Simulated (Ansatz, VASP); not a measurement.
# SnBi2O5: VASP beside Ansatz

```xyz
16
Lattice="-4.0565 -0.0007 -0.0003 -0.0005 0.0101 -5.6931 -0.0019 -10.5322 0.0186" Properties=species:S:1:pos:R:3 pbc="T T T"
Sn   -2.0294   -5.2636   -1.6745
Sn   -0.0005    0.0068   -4.0095
Bi    0.0013   -3.4085   -4.2177
Bi   -4.0592   -7.1105   -4.2122
Bi   -2.0289   -8.6792   -1.4579
Bi   -2.0306   -1.8481   -1.4607
O    -2.0289   -3.5323   -3.0112
O    -2.0316   -3.7467   -0.2780
O    -2.0298   -6.9942   -3.0099
O    -2.0282   -6.7788   -0.2751
O    -0.0012   -5.2630   -2.1912
O    -0.0019   -8.7948   -2.6576
O    -0.0040   -9.0110   -5.3913
O    -0.0005   -1.7224   -2.6705
O     0.0019   -1.5105   -5.4050
O    -2.0287    0.0090   -3.4941
```

Change from the starting cell: cell x1, atoms moved at random (sigma 0.15 Å) and cell strained at random (1.5 %), then relaxed without symmetry.

Alike in both runs: functional PBE; k mesh 4 × 4 × 2; occupations gaussian, width 0.1 eV; no spin polarisation.

Ansatz relaxed the structure, and its values are those at the end. VASP's run is a single point on that final structure, the one shown.

```csv
,VASP,Ansatz
version,VASP 6.6.1,Ansatz 0.2.0
potentials or method,"VASP PAW PBE potentials, release 64 (Sn_d, Bi_d, O), cutoff 520 eV","scalar-relativistic, plane waves, PAW"
valence electrons in the cell,148,148
```

```csv
,VASP,Ansatz,Ansatz less VASP
gap on the k mesh at the Fermi level (eV),2.27,2.28,+0.013
least direct gap on the mesh (eV),2.35,2.36,+0.015
pressure (GPa),0.4,0.1,-0.23
rms of the force components (eV/Å),0.023,0.006,-0.0165
```

With one functional, cell and mesh, what is left measures potentials, basis and numerics.

Neither program's run includes spin-orbit coupling.
